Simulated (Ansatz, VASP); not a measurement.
## KBr: VASP beside Ansatz

```
K Br
1.0
     5.61858    0.00000    0.00000
    -2.80929    4.86583    0.00000
     0.00000    0.00000    6.55383
K Br
2 2
Direct
  0.33333 0.66667 0.93750
  0.66667 0.33333 0.43750
  0.33333 0.66667 0.43750
  0.66667 0.33333 0.93750
```

Alike in both runs: task single point; functional HSE06; k mesh 3 × 3 × 2; occupations fermi-dirac, width 0.5 eV; no spin polarisation.

```csv
,VASP,Ansatz
version,VASP 6.6.1,Ansatz 0.2.0
potentials or method,"VASP PAW PBE potentials, release 64 (K_sv, Br)",plane waves
plane-wave cutoff (eV),520,420
valence electrons in the cell,32,32
```

```csv
,VASP,Ansatz,Ansatz less VASP
pressure (GPa),0.3,0.3,-0.02
"traceless stress, the component that is largest in VASP (GPa)",0.10,0.11,+0.007
```

With one functional, cell and mesh, what is left measures potentials, basis and numerics. Ansatz's warnings: stress exchange threshold loose, stress scf threshold loose.

The k mesh is coarse, so the values compare programs but aren't converged.
